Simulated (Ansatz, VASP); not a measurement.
One calculation of Sn3Te, two programs

```xyz
4
Lattice="-2.3009 2.3009 5.5165 2.3009 -2.3009 5.5165 2.3009 2.3009 -5.5165" Properties=species:S:1:pos:R:3 pbc="T T T"
Te    0.0000    0.0000    0.0000
Sn    0.0000    0.0000    5.5165
Sn    2.3009    0.0000    2.7582
Sn    0.0000    2.3009    2.7582
```

Alike in both runs: functional PBE; k mesh 8 × 8 × 8; occupations fermi-dirac, width 0.05 eV; no spin polarisation.

|  | VASP | Ansatz |
| --- | --- | --- |
| version | VASP 6.6.1 | Ansatz 0.2.0 |
| potentials or method | VASP PAW PBE potentials, release 64 (Te, Sn_d), cutoff 520 eV | all-electron LAPW, scalar-relativistic |
| task | single point | band structure |

Ansatz gave:

| Item | Value |
| --- | --- |
| gap on the k mesh at the Fermi level (eV) | none |
| pressure (GPa) | -0.4 |
| traceless stress, the component that is largest in VASP (GPa) | -0.18 |

Question: Estimate VASP's values.

Answer: gap on the k mesh at the Fermi level (eV): none; pressure (GPa): -0.4; traceless stress, the component that is largest in VASP (GPa): -0.19.

A gap of «none» marks a metal or a gap that the smearing closes. Ansatz ran all-electron here, and VASP with PAW potentials.

Neither program's run includes spin-orbit coupling.
